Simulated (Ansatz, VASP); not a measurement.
## Two plane-wave programs on Cu

```
Cu
1.0
     0.00000    1.83011    1.83011
     1.83011    0.00000    1.83011
     1.83011    1.83011    0.00000
Cu
1
Cartesian
  0.0000 0.0000 0.0000
```

Alike in both runs: functional revPBE; k mesh 15 × 15 × 15; occupations fermi-dirac, width 0.1 eV; no spin polarisation.

Ansatz relaxed the structure, and its values are those at the end. VASP's run is a single point on that final structure, the one shown.

|  | VASP | Ansatz |
| --- | --- | --- |
| version | VASP 6.6.1 | Ansatz 0.2.0 |
| potentials or method | VASP PAW PBE potentials, release 64 (Cu), cutoff 520 eV | plane waves (420 eV) with PAW, scalar-relativistic |
| valence electrons in the cell | 11 | 19 |

|  | VASP | Ansatz | Ansatz less VASP |
| --- | --- | --- | --- |
| pressure (GPa) | 0.5 | 0.0 | -0.54 |

VASP's potentials were made for PBE, not for revPBE. The functional is the same, so the differences come from potentials, cutoffs and numerics. VASP's potentials hold 11 valence electrons a cell and Ansatz's 19, so a difference there can come from the potentials and not from the codes.
